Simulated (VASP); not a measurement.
# Li2CdSnSe4 in VASP: further runs

The runs below take Li2CdSnSe4 through single point, with PBEsol.

Program: VASP 6.6.1. These are calculated values, not measurements. Logs are shortened: lines on timing, memory, paths and dates and some standing lists are left out, and cuts for length are marked.

### 1 The cell of the first run

It takes space group I-42m (No. 121, tetragonal). The conventional cell has a = 5.890 Å, b = 5.890 Å, c = 11.779 Å, α = 90.00°, β = 90.00°, γ = 90.00°. Within 3.3 Å of Li (site symmetry -4) lie 4 Se at 2.51 Å. Within 3.5 Å of Cd (site symmetry -42m) lie 4 Se at 2.65 Å. Within 3.4 Å of Sn (site symmetry -42m) lie 4 Se at 2.55 Å. Se (site symmetry m) has 2 Li at 2.51 Å and 1 Sn at 2.55 Å and 1 Cd at 2.65 Å within 3.3 Å.

### 2 Single point, PBEsol

INCAR

```
SYSTEM = Li2CdSnSe4
ALGO = Normal
EDIFF = 1E-6
ENCUT = 520
GGA = PS
ISIF = 2
ISMEAR = -1
LASPH = .True.
LCHARG = .False.
LREAL = .False.
LWAVE = .False.
NBANDS = 38
NELM = 60
PREC = Accurate
SIGMA = 0.03
```

KPOINTS

```
k-points
0
Gamma
  6 6 6
  0 0 0
```

POSCAR

```
Li2CdSnSe4
1.0
   -2.9449203995      2.9449203995      5.8896435098
    2.9449203995     -2.9449203995      5.8896435098
    2.9449203995      2.9449203995     -5.8896435098
Li Cd Sn Se
2 1 1 4
Direct
    0.7500000000      0.2500000000      0.5000000000
    0.2500000000      0.7500000000      0.5000000000
    0.0000000000      0.0000000000      0.0000000000
    0.5000000000      0.5000000000      0.0000000000
    0.8742074699      0.8742074699      0.4849867393
    0.1257925301      0.6107792694      0.0000000000
    0.6107792694      0.1257925301      0.0000000000
    0.3892207306      0.3892207306      0.5150132607
```

Potentials or basis: VASP PAW PBE potentials, release 64 (Li_sv, Cd, Sn_d, Se).

Run with:

```bash
$ cat potpaw_PBE.64/Li_sv/POTCAR potpaw_PBE.64/Cd/POTCAR potpaw_PBE.64/Sn_d/POTCAR potpaw_PBE.64/Se/POTCAR > POTCAR
$ mpirun -np 1 vasp_std > vasp.out
```

OUTCAR:

```text
SYSTEM = Li2CdSnSe4
   EDIFF = 1E-6
   ENCUT = 520
   GGA = PS
   ISIF = 2
   ISMEAR = -1
   LASPH = .True.
   LREAL = .False.
   NELM = 60
   PREC = Accurate

 ion  position               nearest neighbor table
   1  0.750  0.250  0.500-   6 2.51   8 2.51   5 2.51   7 2.51
   2  0.250  0.750  0.500-   7 2.51   8 2.51   5 2.51   6 2.51
   3  0.000  0.000  0.000-   8 2.65   6 2.65   7 2.65   5 2.65
   4  0.500  0.500  0.000-   5 2.55   6 2.55   7 2.55   8 2.55
   5  0.874  0.874  0.485-   1 2.51   2 2.51   4 2.55   3 2.65
   6  0.126  0.611  0.000-   1 2.51   2 2.51   4 2.55   3 2.65
   7  0.611  0.126  0.000-   2 2.51   1 2.51   4 2.55   3 2.65
   8  0.389  0.389  0.515-   1 2.51   2 2.51   4 2.55   3 2.65

  LATTYP: Found a body centered tetragonal cell.
 ALAT       =     5.8898407990
 C/A-ratio  =     1.9999330069

  Lattice vectors:

 A1 = (  -2.9449203995,   2.9449203995,   5.8896435098)
 A2 = (   2.9449203995,  -2.9449203995,   5.8896435098)
 A3 = (   2.9449203995,   2.9449203995,  -5.8896435098)

Analysis of symmetry for initial positions (statically):
=====================================================================
 Subroutine PRICEL returns:
 Original cell was already a primitive cell.

 Routine SETGRP: Setting up the symmetry group for a
 body centered tetragonal supercell.

 Subroutine GETGRP returns: Found  8 space group operations
 (whereof  8 operations were pure point group operations)
 out of a pool of 16 trial point group operations.

The static configuration has the point symmetry D_2d.

Analysis of symmetry for dynamics (positions and initial velocities):
=====================================================================
 Subroutine PRICEL returns:
 Original cell was already a primitive cell.

 Routine SETGRP: Setting up the symmetry group for a
 body centered tetragonal supercell.

 Subroutine GETGRP returns: Found  8 space group operations
 (whereof  8 operations were pure point group operations)
 out of a pool of 16 trial point group operations.

The dynamic configuration has the point symmetry D_2d.

 Subroutine INISYM returns: Found  8 space group operations
 (whereof  8 operations are pure point group operations),
 and found     1 'primitive' translations

----------------------------------------------------------------------------------------

                                     Primitive cell

  volume of cell :     204.3131

  direct lattice vectors                    reciprocal lattice vectors
    -2.944920399  2.944920399  5.889643510     0.000000000  0.169783876  0.084894782
     2.944920399 -2.944920399  5.889643510     0.169783876  0.000000000  0.084894782
     2.944920399  2.944920399 -5.889643510     0.169783876  0.169783876  0.000000000

  length of vectors
     7.213391227  7.213391227  7.213391227     0.189825416  0.189825416  0.240110660

  position of ions in fractional coordinates (direct lattice)
     0.750000000  0.250000000  0.500000000
     0.250000000  0.750000000  0.500000000
     0.000000000  0.000000000  0.000000000
     0.500000000  0.500000000  0.000000000
     0.874207470  0.874207470  0.484986739
     0.125792530  0.610779269  0.000000000
     0.610779269  0.125792530  0.000000000
     0.389220731  0.389220731  0.515013261

  ion indices of the primitive-cell ions
   primitive index   ion index
                 1           1
                 2           2
                 3           3
                 4           4
                 5           5
                 6           6
                 7           7
                 8           8

----------------------------------------------------------------------------------------

 KPOINTS: k-points

Automatic generation of k-mesh.
 Grid dimensions read from file:
 generate k-points for:    6    6    6

 Generating k-lattice:

  Cartesian coordinates                     Fractional coordinates (reciprocal lattice)
     0.000000000  0.028297313  0.014149130     0.166666667  0.000000000 -0.000000000
     0.028297313  0.000000000  0.014149130     0.000000000  0.166666667 -0.000000000
     0.028297313  0.028297313  0.000000000     0.000000000  0.000000000  0.166666667

  Length of vectors
     0.031637569  0.031637569  0.040018443

  Shift w.r.t. Gamma in fractional coordinates (k-lattice)
     0.000000000  0.000000000  0.000000000

 Subroutine IBZKPT returns following result:
 ===========================================

 Found     30 irreducible k-points:

 Following reciprocal coordinates:
            Coordinates               Weight
  0.000000  0.000000  0.000000      1.000000
  0.166667 -0.000000  0.000000      8.000000
  0.333333  0.000000 -0.000000      8.000000
  0.500000  0.000000 -0.000000      4.000000
  0.166667  0.166667  0.000000      8.000000
  0.333333  0.166667 -0.000000     16.000000
[... 16 lines left out ...]
 -0.333333 -0.333333  0.166667      8.000000
 -0.166667 -0.333333  0.166667      8.000000
 [... further k-points ...]
   k-points           NKPTS =     30   k-points in BZ     NKDIM =     30   number of bands    NBANDS=     38
   number of dos      NEDOS =    301   number of ions     NIONS =      8
   total plane-waves  NPLWV = 157464
   dimension x,y,z NGX =    54 NGY =   54 NGZ =   54
   dimension x,y,z NGXF=   108 NGYF=  108 NGZF=  108
   ions per type =               2   1   1   4
   NGX,Y,Z   is equivalent  to a cutoff of  12.45, 12.45, 12.45 a.u.
   NGXF,Y,Z  is equivalent  to a cutoff of  24.89, 24.89, 24.89 a.u.
 SYSTEM =  Li2CdSnSe4
   PREC   = accura    normal or accurate (medium, high low for compatibility)
   ISTART =      0    job   : 0-new  1-cont  2-samecut
   ICHARG =      2    charge: 1-file 2-atom 10-const
   ISPIN  =      1    spin polarized calculation?
   LNONCOLLINEAR =      F non collinear calculations
   LSORBIT =      F    spin-orbit coupling
   LASPH  =      T    aspherical Exc in radial PAW
   ENCUT  =  520.0 eV  38.22 Ry    6.18 a.u.  13.41 13.41 13.41*2*pi/ulx,y,z
   NELM   =     60;   NELMIN=  2; NELMDL= -5     # of ELM steps
   EDIFF  = 0.1E-05   stopping-criterion for ELM
   LREAL  =      F    real-space projection
   EDIFFG = 0.1E-04   stopping-criterion for IOM
   NSW    =      0    number of steps for IOM
   IBRION =     -1    ionic relax: 0-MD 1-quasi-New 2-CG
   NFREE  =      0    steps in history (QN), initial steepest desc. (CG)
   ISIF   =      2    stress and relaxation
   ISYM   =      2    0-nonsym 1-usesym 2-fastsym
   POTIM  = 0.5000    time-step for ionic-motion
   TEBEG  =    0.0;   TEEND  =   0.0 temperature during run
   PSTRESS=    0.0 pullay stress
   NELECT =      56.0000    total number of electrons
   NUPDOWN=      -1.0000    fix difference up-down
   EMIN   =  10.00;   EMAX   =-10.00  energy-range for DOS
   EFERMI =   0.00;   METHOD = LEGACY
   ISMEAR =    -1;   SIGMA  =   0.03  broadening in eV -4-tet -1-fermi 0-gaus
   EFERMI_NEDOS =   21; number of points for ismear=-14 and -15
   IALGO  =     38    algorithm
   IMIX   =      4    mixing-type and parameters
     AMIX     =   0.40;   BMIX     =  1.00
     AMIX_MAG =   1.60;   BMIX_MAG =  1.00
  volume/ion in A,a.u.               =      25.54       172.35
  Fermi-wavevector in a.u.,A,eV,Ry     =   1.063422  2.009575 15.386358  1.130865
  Thomas-Fermi vector in A             =   2.198906
   LORBIT       =      0    0 simple, 1 ext, 2 COOP (PROOUT), +10 PAW based schemes
   GGA     = PS    functional components
   LHFCALC =     F    Hartree Fock is set to
   AEXX    =    0.0000 exact exchange contribution
   IVDW    =     0    specifies the selected vdW correction
   LEPSILON=     F    determine dielectric tensor
   LRPA    =     F    only Hartree local field effects (RPA)
 non-spin polarized calculation
  energy-cutoff  :      520.00
  volume of cell :      204.31
 maximum number of plane-waves:      5526
 NGX is ok and might be reduce to    54
   NGX = 27   NGY = 27   NGZ = 27

 number of electron      55.9999999 magnetization

 Free energy of the ion-electron system (eV)
  ---------------------------------------------------
  ext. energy  EPLUGINS =         0.00000000
  ---------------------------------------------------
  free energy    TOTEN  =       -30.82713710 eV

  energy without entropy =      -30.82713710  energy(sigma->0) =      -30.82713710

 E-fermi :   1.9837     XC(G=0):  -8.7163

 val. band max:        1.3864177102   @ k =   0.0000   0.0000   0.0000
 cond. band min:       2.5572878769   @ k =   0.0000   0.0000   0.0000
 fundamental gap:      1.1708701667
 Fermi energy:         1.9836654654

 k-point     1 :       0.0000    0.0000    0.0000
  band No.  band energies     occupation
      1     -42.3552      2.00000
      2     -42.3549      2.00000
      3     -19.6884      2.00000
      4     -19.6884      2.00000
      5     -19.6786      2.00000
      6     -19.6199      2.00000
[... 30 lines left out ...]
     37       7.3788      0.00000
     38       8.7134      0.00000

 k-point     2 :       0.1667   -0.0000    0.0000
  band No.  band energies     occupation
      1     -42.3553      2.00000
      2     -42.3549      2.00000
      3     -19.6885      2.00000
      4     -19.6884      2.00000
      5     -19.6786      2.00000
      6     -19.6199      2.00000
[... 30 lines left out ...]
     37       7.6581      0.00000
     38       8.3529      0.00000

 k-point     3 :       0.3333    0.0000   -0.0000
  band No.  band energies     occupation
      1     -42.3552      2.00000
      2     -42.3549      2.00000
      3     -19.6885      2.00000
      4     -19.6884      2.00000
      5     -19.6786      2.00000
      6     -19.6198      2.00000
[... 30 lines left out ...]
     37       8.2101      0.00000
[... 781 lines left out ...]
 k-point    23 :      -0.3333   -0.3333    0.1667
  band No.  band energies     occupation
      1     -42.3552      2.00000
      2     -42.3549      2.00000
      3     -19.6884      2.00000
      4     -19.6884      2.00000
      5     -19.6786      2.00000
      6     -19.6198      2.00000
[... 30 lines left out ...]
     37       8.1893      0.00000
     38       8.2270      0.00000

 k-point    24 :      -0.1667   -0.3333    0.1667
  band No.  band energies     occupation
      1     -42.3553      2.00000
      2     -42.3548      2.00000
      3     -19.6884      2.00000
      4     -19.6884      2.00000
      5     -19.6786      2.00000
      6     -19.6199      2.00000
[... 30 lines left out ...]
     37       7.8774      0.00000
     38       8.2874      0.00000

 [... further k-points ...]
[... 5 lines left out ...]
  --------------------------------------------------------------------------------------
  -------------------------------------------------------------------------------------
  Total        0.1094896      0.1094896      0.1389203      0.0000000      0.0000000     -0.0000000
  in kB        0.8585930      0.8585930      1.0893819      0.0000000      0.0000000     -0.0000000
  external PRESSURE =       0.9355226 kB  Pullay stress =       0.0000000 kB

 VOLUME and BASIS-vectors are now :
 -----------------------------------------------------------------------------
  energy-cutoff  :      520.00
  volume of cell :      204.31
      direct lattice vectors                 reciprocal lattice vectors
    -2.944920399  2.944920399  5.889643510     0.000000000  0.169783876  0.084894782
     2.944920399 -2.944920399  5.889643510     0.169783876  0.000000000  0.084894782
     2.944920399  2.944920399 -5.889643510     0.169783876  0.169783876  0.000000000

 POSITION                                       TOTAL-FORCE (eV/Angst)
 -----------------------------------------------------------------------------------
     -0.00000      2.94492      2.94482         0.000000     -0.000000     -0.000000
      2.94492     -0.00000      2.94482         0.000000      0.000000     -0.000000
      0.00000      0.00000      0.00000         0.000000      0.000000     -0.000000
      0.00000      0.00000      5.88964         0.000000      0.000000     -0.000000
      1.42825      1.42825      7.44114        -0.013251     -0.013251      0.018078
      1.42825     -1.42825      4.33815        -0.013251      0.013251     -0.018078
     -1.42825      1.42825      4.33815         0.013251     -0.013251     -0.018078
      1.51667      1.51667      1.55150         0.013251      0.013251      0.018078
 -----------------------------------------------------------------------------------
    total drift:                               -0.000002     -0.000002     -0.000003

  FREE ENERGIE OF THE ION-ELECTRON SYSTEM (eV)
  ---------------------------------------------------
  free  energy   TOTEN  =       -30.8271370982 eV

  energy  without entropy=      -30.8271370981  energy(sigma->0) =      -30.82713710
```

It took 9.9 min on 1 thread of AMD EPYC 7R13, shared host; peak memory 0.53 GiB.

What came out:

| Item | Value |
| --- | --- |
| Free energy | -30.8271 eV |
| Largest force | 0.026 eV/Å |
| Band gap on the k mesh | 1.17 eV |

Forces on the atoms (eV/Å):
```
Li   0.000  0.000  0.000
Li   0.000  0.000  0.000
Cd   0.000  0.000  0.000
Sn   0.000  0.000  0.000
Se  -0.013 -0.013  0.018
Se  -0.013  0.013 -0.018
Se   0.013 -0.013 -0.018
Se   0.013  0.013  0.018
```

Caveat: the cutoff is under 1.25 times the usual one of these potentials, so pressure, stress and relaxed cells hold a basis-set (Pulay) error; the PAW data sets were made with another functional, which shifts forces and pressure a little; spin-orbit coupling is left out, which moves the levels of the heavy elements. A k mesh can miss the band edges.

(Continued in part 2 of 2.)
